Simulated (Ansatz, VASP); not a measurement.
# LiF in VASP and in Ansatz

```xyz
2
Lattice="2.6958 0.0000 0.0000 0.0000 2.6958 0.0000 0.0000 0.0000 23.8000" Properties=species:S:1:pos:R:3 pbc="T T T"
Li    1.3479    1.3479    7.0000
F     0.0000    0.0000    7.0000
```

Alike in both runs: functional PBE; k mesh 6 × 6 × 1; occupations gaussian, width 0.1 eV; no spin polarisation.

Ansatz relaxed the structure, and its values are those at the end. VASP's run is a single point on that final structure, the one shown.

|  | VASP | Ansatz |
| --- | --- | --- |
| version | VASP 6.6.1 | Ansatz 0.2.0 |
| potentials or method | VASP PAW PBE potentials, release 64 (Li_sv, F), cutoff 650 eV | scalar-relativistic, plane waves, PAW |
| valence electrons in the cell | 10 | 10 |

|  | VASP | Ansatz | Ansatz less VASP |
| --- | --- | --- | --- |
| gap on the k mesh at the Fermi level (eV) | 6.23 | 6.23 | -0.002 |
| least direct gap on the mesh (eV) | 6.59 | 6.59 | 0.000 |

Ansatz's warnings: slab cell height set.
